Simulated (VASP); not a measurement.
Set up this calculation in VASP 6.6.1, as the native input.

| Property | Result |
| --- | --- |
| Task | single point |
| Functional | PBEsol |
| Potentials or basis | VASP PAW PBE potentials, release 64 (Pt, Ti_sv) |
| Cutoff | 520 eV |
| k mesh | 7 × 7 × 7 |
| Occupations | fermi-dirac, width 0.05 eV |
| Spin | no spin polarisation |
| Dipole correction | no |
| Further INCAR settings | ALGO = Fast; EDIFF = 1e-06; NBANDS = 29 |

The structure of TiPt3 lies in POSCAR:

```
TiPt3
1.0
    3.8708448495      0.0000000000      0.0000000000
    0.0000000000      3.8708448495      0.0000000000
    0.0000000000      0.0000000000      3.8708448495
Pt Ti
3 1
Direct
    0.5000000000      0.5000000000      0.0000000000
    0.5000000000      0.0000000000      0.5000000000
    0.0000000000      0.5000000000      0.5000000000
    0.0000000000      0.0000000000      0.0000000000
```

This cell differs from its parent crystal: volume scaled by 0.98.

The input as run:

INCAR

```
ALGO     = Fast           # electronic algorithm
EDIFF    = 1E-6           # SCF threshold, eV
ENCUT    = 520            # plane-wave cutoff, eV
GGA      = PS             # functional
ISIF     = 2              # what is computed and relaxed
ISMEAR   = -1             # smearing method
LASPH    = True           # aspherical terms in the spheres
LCHARG   = False          # write CHGCAR
LREAL    = False          # projectors in reciprocal space
LWAVE    = False          # write WAVECAR
NBANDS   = 29             # bands
NELM     = 100            # most SCF steps
PREC     = Accurate       # precision mode
SIGMA    = 0.05           # smearing width, eV
```

KPOINTS

```
k-points
0
Gamma
  7 7 7
```

Potentials or basis: VASP PAW PBE potentials, release 64 (Pt, Ti_sv).

Run with:

```sh
$ cat potpaw_PBE.64/Pt/POTCAR potpaw_PBE.64/Ti_sv/POTCAR > POTCAR
$ mpirun -np 1 vasp_std > vasp.out
```

It gave:

* Pressure: 5.9 GPa
* Band gap on the k mesh: zero (band 21 reaches 13.53 eV, above the bottom of band 22 at 11.95 eV)

Caveat: the PAW data sets were made with another functional, which shifts forces and pressure a little; spin-orbit coupling is left out, which moves the levels of the heavy elements.

Run time: 66 s on 1 thread of Intel(R) Xeon(R) Platinum 8259CL CPU @ 2.50GHz (Skylake/Cascade Lake), on a shared host, peak memory 0.18 GiB.
